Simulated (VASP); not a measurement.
# SiO2 (P4_2/mnm) in VASP: notebook

SiO2 is run at these levels: PBE, r2SCAN; tasks: single point, relaxation of cell and atoms.

Everything below comes from runs of VASP 6.6.1. Logs are shortened: lines on timing, memory, paths and dates and some standing lists are left out, and cuts for length are marked.

**1. The cell of the first run**

The structure is tetragonal, space group P4_2/mnm (No. 136). The conventional cell has a = 4.236 Å, b = 4.236 Å, c = 2.691 Å, α = 90.00°, β = 90.00°, γ = 90.00°. Si (site symmetry mmm) has 6 O at 1.77 to 1.84 Å within 2.4 Å. O (site symmetry m2m) has 3 Si at 1.77 to 1.84 Å and 1 O at 2.31 Å within 2.4 Å.

**2. Single point, PBE**

INCAR

```
  PREC = Accurate
  ENCUT = 520
  EDIFF = 1E-6
  ISMEAR = -1
  SIGMA = 0.02
  LREAL = F
  LASPH = T
  NELM = 100
  ALGO = Normal
  ISIF = 2
  LWAVE = F
  LCHARG = F
  GGA = PE
  NBANDS = 25
```

KPOINTS

```
regular mesh
0
Gamma
  6 6 8
```

POSCAR

```
SiO2
1.0
    4.2356795933      0.0000000000      0.0000000000
    0.0000000000      4.2356795933      0.0000000000
    0.0000000000      0.0000000000      2.6906431300
Si O
2 4
Direct
    0.0000000000      0.0000000000      0.0000000000
    0.5000000000      0.5000000000      0.5000000000
    0.3069724967      0.3069724967      0.0000000000
    0.1930275033      0.8069724967      0.5000000000
    0.8069724967      0.1930275033      0.5000000000
    0.6930275033      0.6930275033      0.0000000000
```

Potentials or basis: VASP PAW PBE potentials, release 64 (Si, O).

Launch:

```console
> cat potpaw_PBE.64/Si/POTCAR potpaw_PBE.64/O/POTCAR > POTCAR
> mpirun -np 1 vasp_std > vasp.out
```

OUTCAR:

```text
PREC = Accurate
   ENCUT = 520
   EDIFF = 1E-6
   ISMEAR = -1
   LREAL = F
   LASPH = T
   NELM = 100
   ISIF = 2
   GGA = PE

 ion  position               nearest neighbor table
   1  0.000  0.000  0.000-   4 1.77   5 1.77   4 1.77   5 1.77   3 1.84   6 1.84
   2  0.500  0.500  0.500-   3 1.77   6 1.77   3 1.77   6 1.77   5 1.84   4 1.84
   3  0.307  0.307  0.000-   2 1.77   2 1.77   1 1.84
   4  0.193  0.807  0.500-   1 1.77   1 1.77   2 1.84
   5  0.807  0.193  0.500-   1 1.77   1 1.77   2 1.84
   6  0.693  0.693  0.000-   2 1.77   2 1.77   1 1.84

  LATTYP: Found a simple tetragonal cell.
 ALAT       =     4.2356795933
 C/A-ratio  =     0.6352329232

  Lattice vectors:

 A1 = (   4.2356795933,   0.0000000000,   0.0000000000)
 A2 = (   0.0000000000,   4.2356795933,   0.0000000000)
 A3 = (   0.0000000000,   0.0000000000,   2.6906431300)

Analysis of symmetry for initial positions (statically):
=====================================================================
 Subroutine PRICEL returns:
 Original cell was already a primitive cell.

 Routine SETGRP: Setting up the symmetry group for a
 simple tetragonal supercell.

 Subroutine GETGRP returns: Found 16 space group operations
 (whereof  8 operations were pure point group operations)
 out of a pool of 16 trial point group operations.

The static configuration has the point symmetry D_2h.
 The point group associated with its full space group is D_4h.

Analysis of symmetry for dynamics (positions and initial velocities):
=====================================================================
 Subroutine PRICEL returns:
 Original cell was already a primitive cell.

 Routine SETGRP: Setting up the symmetry group for a
 simple tetragonal supercell.

 Subroutine GETGRP returns: Found 16 space group operations
 (whereof  8 operations were pure point group operations)
 out of a pool of 16 trial point group operations.

The dynamic configuration has the point symmetry D_2h.
 The point group associated with its full space group is D_4h.

 Subroutine INISYM returns: Found 16 space group operations
 (whereof  8 operations are pure point group operations),
 and found     1 'primitive' translations

----------------------------------------------------------------------------------------

                                     Primitive cell

  volume of cell :      48.2728

  direct lattice vectors                    reciprocal lattice vectors
     4.235679593  0.000000000  0.000000000     0.236089623  0.000000000  0.000000000
     0.000000000  4.235679593  0.000000000     0.000000000  0.236089623  0.000000000
     0.000000000  0.000000000  2.690643130     0.000000000  0.000000000  0.371658355

  length of vectors
     4.235679593  4.235679593  2.690643130     0.236089623  0.236089623  0.371658355

  position of ions in fractional coordinates (direct lattice)
     0.000000000  0.000000000  0.000000000
     0.500000000  0.500000000  0.500000000
     0.306972497  0.306972497  0.000000000
     0.193027503  0.806972497  0.500000000
     0.806972497  0.193027503  0.500000000
     0.693027503  0.693027503  0.000000000

  ion indices of the primitive-cell ions
   primitive index   ion index
                 1           1
                 2           2
                 3           3
                 4           4
                 5           5
                 6           6

----------------------------------------------------------------------------------------

 KPOINTS: regular mesh

Automatic generation of k-mesh.
 Grid dimensions read from file:
 generate k-points for:    6    6    8

 Generating k-lattice:

  Cartesian coordinates                     Fractional coordinates (reciprocal lattice)
     0.039348271  0.000000000  0.000000000     0.166666667  0.000000000  0.000000000
     0.000000000  0.039348271  0.000000000     0.000000000  0.166666667  0.000000000
     0.000000000  0.000000000  0.046457294     0.000000000  0.000000000  0.125000000

  Length of vectors
     0.039348271  0.039348271  0.046457294

  Shift w.r.t. Gamma in fractional coordinates (k-lattice)
     0.000000000  0.000000000  0.000000000

 Subroutine IBZKPT returns following result:
 ===========================================

 Found     50 irreducible k-points:

 Following reciprocal coordinates:
            Coordinates               Weight
  0.000000  0.000000  0.000000      1.000000
  0.166667  0.000000  0.000000      4.000000
  0.333333  0.000000  0.000000      4.000000
  0.500000  0.000000  0.000000      2.000000
  0.166667  0.166667  0.000000      4.000000
  0.333333  0.166667  0.000000      8.000000
[... 16 lines left out ...]
  0.333333  0.000000  0.250000      8.000000
  0.500000  0.000000  0.250000      4.000000
 [... further k-points ...]
   k-points           NKPTS =     50   k-points in BZ     NKDIM =     50   number of bands    NBANDS=     25
   number of dos      NEDOS =    301   number of ions     NIONS =      6
   total plane-waves  NPLWV =  20480
   dimension x,y,z NGX =    32 NGY =   32 NGZ =   20
   dimension x,y,z NGXF=    64 NGYF=   64 NGZF=   40
   ions per type =               2   4
   NGX,Y,Z   is equivalent  to a cutoff of  12.56, 12.56, 12.36 a.u.
   NGXF,Y,Z  is equivalent  to a cutoff of  25.12, 25.12, 24.71 a.u.
 SYSTEM =  unknown system
   PREC   = accura    normal or accurate (medium, high low for compatibility)
   ISTART =      0    job   : 0-new  1-cont  2-samecut
   ICHARG =      2    charge: 1-file 2-atom 10-const
   ISPIN  =      1    spin polarized calculation?
   LNONCOLLINEAR =      F non collinear calculations
   LSORBIT =      F    spin-orbit coupling
   LASPH  =      T    aspherical Exc in radial PAW
   ENCUT  =  520.0 eV  38.22 Ry    6.18 a.u.   7.88  7.88  5.00*2*pi/ulx,y,z
   NELM   =    100;   NELMIN=  2; NELMDL= -5     # of ELM steps
   EDIFF  = 0.1E-05   stopping-criterion for ELM
   LREAL  =      F    real-space projection
   EDIFFG = 0.1E-04   stopping-criterion for IOM
   NSW    =      0    number of steps for IOM
   IBRION =     -1    ionic relax: 0-MD 1-quasi-New 2-CG
   NFREE  =      0    steps in history (QN), initial steepest desc. (CG)
   ISIF   =      2    stress and relaxation
   ISYM   =      2    0-nonsym 1-usesym 2-fastsym
   POTIM  = 0.5000    time-step for ionic-motion
   TEBEG  =    0.0;   TEEND  =   0.0 temperature during run
   PSTRESS=    0.0 pullay stress
   NELECT =      32.0000    total number of electrons
   NUPDOWN=      -1.0000    fix difference up-down
   EMIN   =  10.00;   EMAX   =-10.00  energy-range for DOS
   EFERMI =   0.00;   METHOD = LEGACY
   ISMEAR =    -1;   SIGMA  =   0.02  broadening in eV -4-tet -1-fermi 0-gaus
   EFERMI_NEDOS =   21; number of points for ismear=-14 and -15
   IALGO  =     38    algorithm
   IMIX   =      4    mixing-type and parameters
     AMIX     =   0.40;   BMIX     =  1.00
     AMIX_MAG =   1.60;   BMIX_MAG =  1.00
  volume/ion in A,a.u.               =       8.05        54.29
  Fermi-wavevector in a.u.,A,eV,Ry     =   1.427438  2.697468 27.722966  2.037581
  Thomas-Fermi vector in A             =   2.547608
   LORBIT       =      0    0 simple, 1 ext, 2 COOP (PROOUT), +10 PAW based schemes
   GGA     = PE    functional components
   LHFCALC =     F    Hartree Fock is set to
   AEXX    =    0.0000 exact exchange contribution
   IVDW    =     0    specifies the selected vdW correction
   LEPSILON=     F    determine dielectric tensor
   LRPA    =     F    only Hartree local field effects (RPA)
 non-spin polarized calculation
  energy-cutoff  :      520.00
  volume of cell :       48.27
 maximum number of plane-waves:      1336
 NGX is ok and might be reduce to    32
   NGX = 15   NGY = 15   NGZ = 11

 number of electron      31.9999991 magnetization

 Free energy of the ion-electron system (eV)
  ---------------------------------------------------
  ext. energy  EPLUGINS =         0.00000000
  ---------------------------------------------------
  free energy    TOTEN  =       -46.31685403 eV

  energy without entropy =      -46.31685403  energy(sigma->0) =      -46.31685403

 E-fermi :   8.1606     XC(G=0): -12.0806

 val. band max:        7.7336694334   @ k =   0.0000   0.0000   0.0000
 cond. band min:      12.7597897964   @ k =   0.0000   0.0000   0.0000
 fundamental gap:      5.0261203630
 Fermi energy:         8.1605688857

 k-point     1 :       0.0000    0.0000    0.0000
  band No.  band energies     occupation
      1     -14.4787      2.00000
      2     -11.0174      2.00000
      3     -11.0174      2.00000
      4     -10.8594      2.00000
      5      -2.8739      2.00000
      6       1.5006      2.00000
[... 17 lines left out ...]
     24      21.4268      0.00000
     25      23.0829      0.00000

 k-point     2 :       0.1667    0.0000    0.0000
  band No.  band energies     occupation
      1     -14.3404      2.00000
      2     -11.6651      2.00000
      3     -10.9497      2.00000
      4     -10.4978      2.00000
      5      -2.6794      2.00000
      6       0.7645      2.00000
[... 17 lines left out ...]
     24      20.9266      0.00000
     25      22.9545      0.00000

 k-point     3 :       0.3333    0.0000    0.0000
  band No.  band energies     occupation
      1     -13.9359      2.00000
      2     -12.5049      2.00000
      3     -10.7682      2.00000
      4     -10.4028      2.00000
      5      -2.1435      2.00000
      6      -0.3403      2.00000
[... 17 lines left out ...]
     24      21.2734      0.00000
     25      22.3547      0.00000

 k-point     4 :       0.5000    0.0000    0.0000
  band No.  band energies     occupation
      1     -13.3012      2.00000
      2     -13.3012      2.00000
      3     -10.5446      2.00000
      4     -10.5446      2.00000
      5      -1.3440      2.00000
      6      -1.3440      2.00000
[... 17 lines left out ...]
     24      21.0431      0.00000
     25      22.3296      0.00000

 k-point     5 :       0.1667    0.1667    0.0000
  band No.  band energies     occupation
      1     -14.2058      2.00000
      2     -11.8488      2.00000
      3     -11.1016      2.00000
      4     -10.4005      2.00000
      5      -2.4621      2.00000
      6       0.6593      2.00000
[... 17 lines left out ...]
     24      20.7634      0.00000
     25      22.9697      0.00000

 k-point     6 :       0.3333    0.1667    0.0000
  band No.  band energies     occupation
      1     -13.8143      2.00000
      2     -12.4796      2.00000
      3     -10.9979      2.00000
      4     -10.4687      2.00000
      5      -1.8817      2.00000
      6      -0.1299      2.00000
[... 17 lines left out ...]
     24      21.1261      0.00000
     25      22.5652      0.00000
[... 393 lines left out ...]
 k-point    21 :       0.0000    0.0000    0.2500
  band No.  band energies     occupation
      1     -13.7039      2.00000
      2     -10.8572      2.00000
      3     -10.6561      2.00000
      4     -10.6561      2.00000
      5      -2.6435      2.00000
      6       1.1354      2.00000
[... 17 lines left out ...]
     24      21.2475      0.00000
     25      21.6382      0.00000

 k-point    22 :       0.1667    0.0000    0.2500
  band No.  band energies     occupation
      1     -13.5784      2.00000
      2     -11.3055      2.00000
      3     -10.6151      2.00000
      4     -10.4343      2.00000
      5      -2.3817      2.00000
      6       0.6746      2.00000
[... 17 lines left out ...]
     24      21.1559      0.00000
     25      21.7262      0.00000

 k-point    23 :       0.3333    0.0000    0.2500
  band No.  band energies     occupation
      1     -13.2147      2.00000
      2     -11.9774      2.00000
      3     -10.5108      2.00000
      4     -10.3439      2.00000
      5      -1.6886      2.00000
      6       0.1316      2.00000
[... 17 lines left out ...]
     24      20.4451      0.00000
     25      21.3677      0.00000

 k-point    24 :       0.5000    0.0000    0.2500
  band No.  band energies     occupation
      1     -12.6548      2.00000
      2     -12.6548      2.00000
      3     -10.3955      2.00000
      4     -10.3955      2.00000
      5      -0.7660      2.00000
      6      -0.7660      2.00000
[... 17 lines left out ...]
     24      20.5023      0.00000
     25      21.2799      0.00000

 [... further k-points ...]

------------------------ aborting loop because EDIFF is reached ----------------------------------------

  FORCE on cell =-STRESS in cart. coord.  units (eV):
  Direction    XX          YY          ZZ          XY          YZ          ZX
  --------------------------------------------------------------------------------------
  -------------------------------------------------------------------------------------
  Total       -0.0092559     -0.0092559      0.1648924      0.0000000      0.0000000      0.0000000
  in kB       -0.3072052     -0.3072052      5.4727919      0.0000000      0.0000000      0.0000000
  external PRESSURE =       1.6194605 kB  Pullay stress =       0.0000000 kB

 VOLUME and BASIS-vectors are now :
 -----------------------------------------------------------------------------
  energy-cutoff  :      520.00
  volume of cell :       48.27
      direct lattice vectors                 reciprocal lattice vectors
     4.235679593  0.000000000  0.000000000     0.236089623  0.000000000  0.000000000
     0.000000000  4.235679593  0.000000000     0.000000000  0.236089623  0.000000000
     0.000000000  0.000000000  2.690643130     0.000000000  0.000000000  0.371658355

 POSITION                                       TOTAL-FORCE (eV/Angst)
 -----------------------------------------------------------------------------------
      0.00000      0.00000      0.00000         0.000000      0.000000      0.000000
      2.11784      2.11784      1.34532         0.000000      0.000000      0.000000
      1.30024      1.30024      0.00000        -0.012986     -0.012986     -0.000000
      0.81760      3.41808      1.34532         0.012986     -0.012986     -0.000000
      3.41808      0.81760      1.34532        -0.012986      0.012986      0.000000
      2.93544      2.93544      0.00000         0.012986      0.012986      0.000000
 -----------------------------------------------------------------------------------
    total drift:                                0.000000      0.000000      0.000000

  FREE ENERGIE OF THE ION-ELECTRON SYSTEM (eV)
  ---------------------------------------------------
  free  energy   TOTEN  =       -46.3168540318 eV

  energy  without entropy=      -46.3168540318  energy(sigma->0) =      -46.31685403
```

It took 21 s on 1 thread of Intel Xeon 6975P-C (Granite Rapids), shared host; peak memory 0.17 GiB.

What came out:

* Free energy: -46.3169 eV
* Pressure: 0.2 GPa
* Largest force: 0.018 eV/Å
* Band gap on the k mesh: 5.03 eV

Forces in eV/Å, atoms in the order of the input:
```
Si   0.000  0.000  0.000
Si   0.000  0.000  0.000
O   -0.013 -0.013  0.000
O    0.013 -0.013  0.000
O   -0.013  0.013  0.000
O    0.013  0.013  0.000
```

A k mesh can miss the band edges.

[end of part 1 of 3]
